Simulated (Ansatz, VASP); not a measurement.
**One calculation of CuNi2, two programs**

The input INCAR:

```
  PREC = Accurate
  ENCUT = 520
  EDIFF = 1E-7
  ISMEAR = 0
  SIGMA = 0.1
  LREAL = F
  LASPH = T
  NELM = 150
  ALGO = Normal
  ISIF = 2
  LWAVE = F
  LCHARG = F
  ISPIN = 2
  MAGMOM = 0 2 2
  LORBIT = 11
  LMAXMIX = 4
  GGA = PE
  NBANDS = 26
```

Contents of KPOINTS:

```
regular mesh
0
Gamma
  6 6 6
```

POSCAR

```
CuNi2
1.0
    0.0000000000      2.5080714417      2.5080714417
    2.5080714417      0.0000000000      2.5080714417
    2.5080714417      2.5080714417      0.0000000000
Cu Ni
1 2
Direct
    0.0000000000      0.0000000000      0.0000000000
    0.2500000000      0.2500000000      0.2500000000
    0.7500000000      0.7500000000      0.7500000000
```

Input for Ansatz:

```yaml
crystal:
  lattice:
    - [0.0, 2.5080714417, 2.5080714417]
    - [2.5080714417, 0.0, 2.5080714417]
    - [2.5080714417, 2.5080714417, 0.0]
  atoms:
    - { symbol: Cu, position: [0.0, 0.0, 0.0] }
    - { symbol: Ni, position: [0.25, 0.25, 0.25], spin: 2.0 }
    - { symbol: Ni, position: [0.75, 0.75, 0.75], spin: 2.0 }
basis:
  ecutwfc: 420
kpoints:
  mp_grid: { grid: [6, 6, 6] }
hamiltonian:
  xc: pbe
scf:
  occupations: { method: gaussian, width: 0.1 }
  lower_state_search: "off"
output:
  forces: true
  stress: true
  eigenvalues: true
  populations: true
magnetization:
  spin_polarized: true
```

Alike in both runs: task single point; functional PBE; k mesh 6 × 6 × 6; occupations gaussian, width 0.1 eV; collinear spin.

|  | VASP | Ansatz |
| --- | --- | --- |
| version | VASP 6.6.1 | Ansatz 0.2.0 |
| potentials or method | VASP PAW PBE potentials, release 64 (Cu, Ni), cutoff 520 eV | scalar-relativistic, plane waves, PAW |
| valence electrons in the cell | 31 | 55 |

|  | VASP | Ansatz | Ansatz less VASP |
| --- | --- | --- | --- |
| gap on the k mesh at the Fermi level (eV) | none | none | - |
| net moment per atom (μB) | 0.31 | 0.32 | +0.006 |
| size of the moment on the site where the two differ most (μB) | 0.08 | 0.10 | +0.024 |

Site moments also hang on the region over which each program counts them. A gap of «none» marks a metal or a gap that the smearing closes. With one functional, cell and mesh, what is left measures potentials, basis and numerics. VASP's potentials hold 31 valence electrons a cell and Ansatz's 55, so a difference there can come from the potentials and not from the codes.

The k mesh is coarse, so the values compare programs but aren't converged.
